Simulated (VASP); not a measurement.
# Ti (Fm-3m) in VASP: a series of runs, part 2 of 2

VASP 6.6.1.

### Step 3. Relaxation of cell and atoms, r2SCAN

This run uses another cell than the first one, of 17.61 Å³/atom.

POSCAR reads:

```
Ti
1.0
    0.0000000000      2.0650000000      2.0650000000
    2.0650000000      0.0000000000      2.0650000000
    2.0650000000      2.0650000000      0.0000000000
Ti
1
Direct
    0.0000000000      0.0000000000      0.0000000000
```

INCAR.step1 reads:

```
SYSTEM = Ti
PREC = Accurate
ENCUT = 550
ISMEAR = -1
SIGMA = 0.1
LREAL = .False.
LASPH = .True.
NELM = 120
GGA = PE
ALGO = Normal
EDIFF = 1E-5
LWAVE = .True.
LCHARG = .False.
GGA_COMPAT = .False.
IBRION = 2
ISIF = 3
EDIFFG = -0.005
NELMIN = 4
NSW = 100
```

INCAR.step2 reads:

```
SYSTEM = Ti
PREC = Accurate
ENCUT = 550
EDIFF = 1E-7
ISMEAR = -1
SIGMA = 0.1
LREAL = .False.
LASPH = .True.
NELM = 120
ALGO = Normal
ISIF = 3
LWAVE = .False.
LCHARG = .False.
METAGGA = R2SCAN
LMIXTAU = .True.
IBRION = 2
NSW = 80
EDIFFG = -0.02
ISTART = 1
GGA_COMPAT = .False.
NELMIN = 4
```

KPOINTS reads:

```
Automatic mesh
0
Gamma
  19 19 19
  0 0 0
```

Potentials or basis: VASP PAW PBE potentials, release 64 (Ti_sv).

Started as:

```
$ cat potpaw_PBE.64/Ti_sv/POTCAR > POTCAR
$ cp INCAR.step1 INCAR
$ mpirun -np 1 vasp_std > vasp.out
$ cp INCAR.step2 INCAR
$ mpirun -np 1 vasp_std > vasp.out
```

OUTCAR:

```text
SYSTEM = Ti
   PREC = Accurate
   ENCUT = 550
   EDIFF = 1E-7
   ISMEAR = -1
   LREAL = .False.
   LASPH = .True.
   NELM = 120
   ISIF = 3
   METAGGA = R2SCAN
   IBRION = 2
   NSW = 80
   EDIFFG = -0.02
   ISTART = 1
   NELMIN = 4

 ion  position               nearest neighbor table
   1  0.000  0.000  0.000-

  LATTYP: Found a face centered cubic cell.
 ALAT       =     4.1300000000

  Lattice vectors:

 A1 = (   0.0000000000,   2.0650000000,   2.0650000000)
 A2 = (   2.0650000000,   0.0000000000,   2.0650000000)
 A3 = (   2.0650000000,   2.0650000000,   0.0000000000)

Analysis of symmetry for initial positions (statically):
=====================================================================
 Subroutine PRICEL returns:
 Original cell was already a primitive cell.

 Routine SETGRP: Setting up the symmetry group for a
 face centered cubic supercell.

 Subroutine GETGRP returns: Found 48 space group operations
 (whereof 48 operations were pure point group operations)
 out of a pool of 48 trial point group operations.

The static configuration has the point symmetry O_h .

Analysis of symmetry for dynamics (positions and initial velocities):
=====================================================================
 Subroutine PRICEL returns:
 Original cell was already a primitive cell.

 Routine SETGRP: Setting up the symmetry group for a
 face centered cubic supercell.

 Subroutine GETGRP returns: Found 48 space group operations
 (whereof 48 operations were pure point group operations)
 out of a pool of 48 trial point group operations.

The dynamic configuration has the point symmetry O_h .

 Subroutine INISYM returns: Found 48 space group operations
 (whereof 48 operations are pure point group operations),
 and found     1 'primitive' translations

[... 123 lines left out ...]
 conjugate gradient relaxation of ions
 non-spin polarized calculation
  energy-cutoff  :      550.00
  volume of cell :       17.61
 maximum number of plane-waves:       534
   NGX = 11   NGY = 11   NGZ = 11

--------------------------------------- Ionic step        1  -------------------------------------------

 number of electron      12.0000000 magnetization

 Free energy of the ion-electron system (eV)
  ---------------------------------------------------
  ext. energy  EPLUGINS =         0.00000000
  ---------------------------------------------------
  free energy    TOTEN  =       -12.90511279 eV

  energy without entropy =      -12.85307188  energy(sigma->0) =      -12.87909234

------------------------ aborting loop because EDIFF is reached ----------------------------------------

  FORCE on cell =-STRESS in cart. coord.  units (eV):
  Direction    XX          YY          ZZ          XY          YZ          ZX
  --------------------------------------------------------------------------------------
  -------------------------------------------------------------------------------------
  Total       -0.1033387     -0.1033387     -0.1033387     -0.0000000     -0.0000000      0.0000000
  in kB       -9.4012051     -9.4012051     -9.4012051     -0.0000000     -0.0000000      0.0000000
  external PRESSURE =      -9.4012051 kB  Pullay stress =       0.0000000 kB
[... 57 lines left out ...]
--------------------------------------- Ionic step        3  -------------------------------------------

 number of electron      12.0000002 magnetization

 Free energy of the ion-electron system (eV)
  ---------------------------------------------------
  ext. energy  EPLUGINS =         0.00000000
  ---------------------------------------------------
  free energy    TOTEN  =       -12.90555983 eV

  energy without entropy =      -12.85394704  energy(sigma->0) =      -12.87975343

 E-fermi :   8.1783     XC(G=0): -12.3851

 val. band max:        8.1764966056   @ k =  -0.3158   0.4211   0.1579
 cond. band min:       8.1786139863   @ k =  -0.3158   0.2632   0.0526
 fundamental gap:      0.0021173807
 Fermi energy:         8.1782913815

 k-point     1 :       0.0000    0.0000    0.0000
  band No.  band energies     occupation
      1     -50.8761      2.00000
      2     -25.6854      2.00000
      3     -25.6854      2.00000
      4     -25.6854      2.00000
      5       1.7158      2.00000
      6       9.1758      0.00009
      7       9.1758      0.00009
      8       9.1758      0.00009
      9      10.9685      0.00000
     10      10.9685      0.00000
[... 287 lines left out ...]
 k-point    24 :      -0.2632    0.0526    0.0000
  band No.  band energies     occupation
      1     -50.7994      2.00000
      2     -26.0997      2.00000
      3     -25.7584      2.00000
      4     -25.7307      2.00000
      5       4.0366      2.00000
      6       8.1420      1.17945
      7       9.3763      0.00001
      8       9.4833      0.00000
      9      10.9136      0.00000
     10      11.3909      0.00000

 [... further k-points ...]

------------------------ aborting loop because EDIFF is reached ----------------------------------------

  FORCE on cell =-STRESS in cart. coord.  units (eV):
  Direction    XX          YY          ZZ          XY          YZ          ZX
  --------------------------------------------------------------------------------------
  -------------------------------------------------------------------------------------
  Total       -0.0012859     -0.0012859     -0.0012859      0.0000000     -0.0000000      0.0000000
  in kB       -0.1179985     -0.1179985     -0.1179985      0.0000000     -0.0000000      0.0000000
  external PRESSURE =      -0.1179985 kB  Pullay stress =       0.0000000 kB
[... 16 lines left out ...]
  FREE ENERGIE OF THE ION-ELECTRON SYSTEM (eV)
  ---------------------------------------------------
  free  energy   TOTEN  =       -12.9055598254 eV

  energy  without entropy=      -12.8539470402  energy(sigma->0) =      -12.87975343

 reached required accuracy - stopping structural energy minimisation
```

OUTCAR.step1:

```text
SYSTEM = Ti
   PREC = Accurate
   ENCUT = 550
   ISMEAR = -1
   LREAL = .False.
   LASPH = .True.
   NELM = 120
   GGA = PE
[... 807 lines left out ...]
  -------------------------------------------------------------------------------------
  Total        0.0004568      0.0004568      0.0004568      0.0000000      0.0000000     -0.0000000
  in kB        0.0421457      0.0421457      0.0421457      0.0000000      0.0000000     -0.0000000
  external PRESSURE =       0.0421457 kB  Pullay stress =       0.0000000 kB
[... 16 lines left out ...]
  FREE ENERGIE OF THE ION-ELECTRON SYSTEM (eV)
  ---------------------------------------------------
  free  energy   TOTEN  =        -7.8063235463 eV

  energy  without entropy=       -7.7496676866  energy(sigma->0) =       -7.77799562

 reached required accuracy - stopping structural energy minimisation
```

OSZICAR.step1:

```text
N       E                     dE             d eps       ncg     rms          rms(c)
DAV:   1     0.781364589300E+02    0.78136E+02   -0.70677E+03  4410   0.150E+03
DAV:   2    -0.449190749429E+01   -0.82628E+02   -0.81208E+02  4550   0.318E+02
DAV:   3    -0.869393640660E+01   -0.42020E+01   -0.41552E+01  5966   0.752E+01
DAV:   4    -0.883697520554E+01   -0.14304E+00   -0.14270E+00  5120   0.115E+01
[... 63 lines left out ...]
DAV:   1    -0.780673168981E+01   -0.40603E-03   -0.92231E-03  4406   0.151E+00    0.176E-01
DAV:   2    -0.780630643850E+01    0.42525E-03   -0.16808E-03  4630   0.567E-01    0.346E-02
DAV:   3    -0.780630254179E+01    0.38967E-05   -0.12534E-04  5920   0.864E-02    0.120E-02
DAV:   4    -0.780631377240E+01   -0.11231E-04   -0.20143E-05  4318   0.274E-02    0.806E-03
DAV:   5    -0.780632354631E+01   -0.97739E-05   -0.21987E-05  4718   0.232E-02
   9 F= -.78063235E+01 E0= -.77779956E+01  d E =-.770915E-07
```

Wall time 10 min (1 thread of AMD EPYC 7R13 (Zen 3), shared host); peak memory 0.15 GiB.

Results:

```
Free energy                           : -12.9056 eV
Relaxed volume                        : 17.46 Å³/atom
Relaxed cell                          : a = 2.912 Å, b = 2.912 Å, c = 2.912 Å, α = 60.00°, β = 60.00°, γ = 60.00°
Space group after relaxing (to 0.1 Å) : Fm-3m (No. 225)
Energy gained by relaxing             : 0.4 meV/atom
Ionic steps                           : 3
Pressure after relaxing               : 0.0 GPa
Band gap on the k mesh                : zero (bands 6 and 7 overlap by 1.34 eV)
```

Step by step:
```csv
step,energy change (eV),largest force (eV/Å),pressure (GPa),volume (Å³)
1,0.0000,0.0000,-0.94,17.61
2,-0.0002,0.0000,0.73,17.35
3,-0.0004,0.0000,-0.01,17.46
```

Final structure:
```
Ti
1.0
     0.00000    2.05907    2.05907
     2.05907    0.00000    2.05907
     2.05907    2.05907    0.00000
Ti
1
Cartesian
  0.0000 0.0000 0.0000
```

Caveat: the PAW data sets were made with another functional, which shifts forces and pressure a little.
